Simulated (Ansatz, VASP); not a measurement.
**SrTiO3 in VASP and in Ansatz**

Contents of POSCAR:

```
SrTiO3
1.0
    3.9068462683      0.0000000000      0.0000000000
    0.0000000000      3.9068462683      0.0000000000
    0.0000000000      0.0000000000      3.9068462683
Sr Ti O
1 1 3
Direct
    0.5000000000      0.5000000000      0.5000000000
    0.0000000000      0.0000000000      0.0000000000
    0.5000000000      0.0000000000      0.0000000000
    0.0000000000      0.5000000000      0.0000000000
    0.0000000000      0.0000000000      0.5000000000
```

INCAR.step1

```
SYSTEM = SrTiO3
PREC     = Accurate       ! precision mode
ENCUT    = 660            ! plane-wave cutoff, eV
ISMEAR   = 0              ! smearing method
SIGMA    = 0.01           ! smearing width, eV
LREAL    = .FALSE.        ! projectors in reciprocal space
LASPH    = .TRUE.         ! aspherical terms in the spheres
NELM     = 120            ! most SCF steps
NBANDS   = 28             ! bands
GGA      = PE             ! functional
ALGO     = Normal         ! electronic algorithm
EDIFF    = 1E-5           ! SCF threshold, eV
LWAVE    = .TRUE.         ! write WAVECAR
LCHARG   = .FALSE.        ! write CHGCAR
GGA_COMPAT= .FALSE.
```

Contents of INCAR.step2:

```
SYSTEM = SrTiO3
PREC     = Accurate       ! precision mode
ENCUT    = 660            ! plane-wave cutoff, eV
EDIFF    = 1E-6           ! SCF threshold, eV
ISMEAR   = 0              ! smearing method
SIGMA    = 0.01           ! smearing width, eV
LREAL    = .FALSE.        ! projectors in reciprocal space
LASPH    = .TRUE.         ! aspherical terms in the spheres
NELM     = 120            ! most SCF steps
ALGO     = Normal         ! electronic algorithm
ISIF     = 2              ! what is computed and relaxed
LWAVE    = .FALSE.        ! write WAVECAR
LCHARG   = .TRUE.         ! write CHGCAR
METAGGA  = R2SCAN         ! meta-GGA
LMIXTAU  = .TRUE.       
LELF     = .TRUE.         ! ELF
LVHAR    = .TRUE.       
NBANDS   = 28             ! bands
ISTART   = 1            
GGA_COMPAT= .FALSE.
```

The input KPOINTS:

```
regular mesh
0
G
  6 6 6
  0 0 0
```

Input for Ansatz:

```yaml
crystal:
  lattice:
    - [3.90684626828, 0.0, 0.0]
    - [0.0, 3.90684626828, 0.0]
    - [0.0, 0.0, 3.90684626828]
  atoms:
    - { symbol: Sr, position: [0.5, 0.5, 0.5] }
    - { symbol: Ti, position: [0.0, 0.0, 0.0] }
    - { symbol: O, position: [0.5, 0.0, 0.0] }
    - { symbol: O, position: [0.0, 0.5, 0.0] }
    - { symbol: O, position: [0.0, 0.0, 0.5] }
kpoints:
  mp_grid: { grid: [6, 6, 6] }
scf:
  occupations: { method: fixed }
  convergence: { dr2_threshold: 1.0e-10 }
hamiltonian:
  xc: r2scan
  pseudopotentials: { kind: paw }
output:
  forces: true
  stress: true
  eigenstates:
    kpoints:
      - [0.0, 0.0, 0.0]
      - [0.5, 0.5, 0.5]
      - [-0.5, -0.5, 0.0]
      - [-0.5, 0.0, -0.5]
      - [0.0, -0.5, -0.5]
      - [0.0, -0.5, 0.0]
      - [0.0, 0.0, -0.5]
      - [-0.5, 0.0, 0.0]
  eigenvalues: true
```

Change from the starting cell: unstrained.

Alike in both runs: task single point; functional r2SCAN; k mesh 6 × 6 × 6; no spin polarisation.

|  | VASP | Ansatz |
| --- | --- | --- |
| version | VASP 6.6.1 | Ansatz 0.2.0 |
| potentials or method | VASP PAW PBE potentials, release 64 (Sr_sv, Ti_sv, O) | PAW with Ansatz's default frozen-core files, scalar-relativistic |
| plane-wave cutoff (eV) | 660 | 500 |
| occupations | gaussian, width 0.01 eV | fixed |
| valence electrons in the cell | 40 | 40 |

```tsv
	VASP	Ansatz	Ansatz less VASP
gap on the k mesh at the Fermi level (eV)	2.27	2.26	-0.014
pressure (GPa)	0.7	0.0	-0.72
```

VASP's potentials were made for PBE, not for r2SCAN.
